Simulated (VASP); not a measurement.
A run of VASP 6.6.1 is set up as follows.

Contents of INCAR:

```
SYSTEM = NbH
PREC = Accurate ; ENCUT = 500
EDIFF = 1E-7 ; ISMEAR = 0
SIGMA = 0.05 ; LREAL = .FALSE.
LASPH = .TRUE. ; NELM = 120
ALGO = Normal ; ISIF = 3
LWAVE = .FALSE. ; LCHARG = .FALSE.
GGA = PS ; IBRION = 2
NSW = 60 ; EDIFFG = -0.01
GGA_COMPAT = .FALSE. ; NELMIN = 4
```

Contents of KPOINTS:

```
regular mesh
0
G
  7 7 8
  0 0 0
```

Contents of POSCAR:

```
NbH
1.0
   -1.6069640000      1.6069640000      1.9843010000
    1.6069640000     -1.6069640000      1.9843010000
    1.6069640000      1.6069640000     -1.9843010000
Nb H
1 1
Direct
    0.0000000000      0.0000000000      0.0000000000
    0.5000000000      0.5000000000      0.0000000000
```

Potentials or basis: VASP PAW PBE potentials, release 64 (Nb_sv, H).

Launch:

```console
$ cat potpaw_PBE.64/Nb_sv/POTCAR potpaw_PBE.64/H/POTCAR > POTCAR
$ mpirun -np 1 vasp_std > vasp.out
```

(1) Predict the relaxed volume.

(2) Estimate the band gap on the k mesh.

Answers

(1) 9.82 Å³/atom.

(2) zero (bands 7 and 8 overlap by 3.03 eV).

Caveat: the PAW data sets were made with another functional, which shifts forces and pressure a little.
